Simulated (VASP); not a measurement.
AlRh2: single point with PBE

The system is AlRh2.

```xyz
3
Lattice="4.2965 0.0000 0.0000 -2.1483 3.7209 0.0000 0.0000 0.0000 2.7412" Properties=species:S:1:pos:R:3 pbc="T T T"
Al    0.0000    0.0000    0.0000
Rh    0.0000    2.4806    1.3706
Rh    2.1483    1.2403    1.3706
```

```
Program             : VASP 6.6.1
Task                : single point
Functional          : PBE
Potentials or basis : VASP PAW PBE potentials, release 64 (Al, Rh_pv)
Cutoff              : 520 eV
k mesh              : 12 × 12 × 16
Occupations         : gaussian, width 0.1 eV
Spin                : no spin polarisation
```

```
Pressure : 0.0 GPa
```

Levels at points of the mesh, in eV from the Fermi level:
```tsv
k point	band 15	band 16	band 17	band 18	band 19	band 20
(0.00, 0.00, 0.00)	-1.67	-0.10	-0.10	2.90	4.09	4.09
(0.50, 0.00, 0.00)	-0.89	-0.73	-0.46	0.22	0.24	4.89
(0.00, 0.00, 0.50)	-2.42	-2.42	1.26	1.44	6.65	6.65
(0.50, 0.00, 0.50)	-0.24	0.68	1.62	1.90	2.37	4.08
```

Wall time 47 s on 1 thread of Intel(R) Xeon(R) 6975P-C (Granite Rapids), on a shared host, peak memory 0.27 GiB.
